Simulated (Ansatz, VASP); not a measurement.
## Rh in VASP and in Ansatz

The input INCAR:

```
PREC = Accurate ; ENCUT = 520
EDIFF = 1E-6 ; ISMEAR = 0
SIGMA = 0.1 ; LREAL = False
LASPH = True ; NELM = 60
ALGO = Fast ; ISIF = 2
LWAVE = False ; LCHARG = False
GGA = CA ; NBANDS = 14
```

File KPOINTS:

```
Automatic mesh
0
Gamma
  8 8 8
```

File POSCAR:

```
Rh
1.0
    0.0000000000      1.9029860900      1.9029860900
    1.9029860900      0.0000000000      1.9029860900
    1.9029860900      1.9029860900      0.0000000000
Rh
1
Direct
    0.0000000000      0.0000000000      0.0000000000
```

Input for Ansatz:

```yaml
crystal:
  lattice:
    - [0.0, 1.90298609, 1.90298609]
    - [1.90298609, 0.0, 1.90298609]
    - [1.90298609, 1.90298609, 0.0]
  atoms:
    - { symbol: Rh, position: [0.0, 0.0, 0.0] }
basis:
  ecutwfc: 420
kpoints:
  mp_grid: { grid: [8, 8, 8] }
hamiltonian:
  xc: lda
  pseudopotentials: { kind: paw, azcp: { folder: soft_1 } }
scf:
  occupations: { method: gaussian, width: 0.1 }
output:
  forces: true
  stress: true
  eigenvalues: true
```

Alike in both runs: task single point; functional LDA; k mesh 8 × 8 × 8; occupations gaussian, width 0.1 eV; no spin polarisation.

```csv
,VASP,Ansatz
version,VASP 6.6.1,Ansatz 0.2.0
potentials or method,"VASP PAW LDA potentials, release 64 (Rh_pv), cutoff 520 eV","scalar-relativistic, plane waves, PAW"
valence electrons in the cell,15,17
```

```tsv
	VASP	Ansatz	Ansatz less VASP
gap on the k mesh at the Fermi level (eV)	none	none	-
pressure (GPa)	-10.2	-10.9	-0.70
```

Ansatz warns that its potentials were made for another functional, while VASP's fit it. LDA's correlation is that of Perdew and Zunger in VASP and of Perdew and Wang (1992) in Ansatz. A gap of «none» marks a metal or a gap that the smearing closes. VASP's potentials hold 15 valence electrons a cell and Ansatz's 17, so a difference there can come from the potentials and not from the codes.
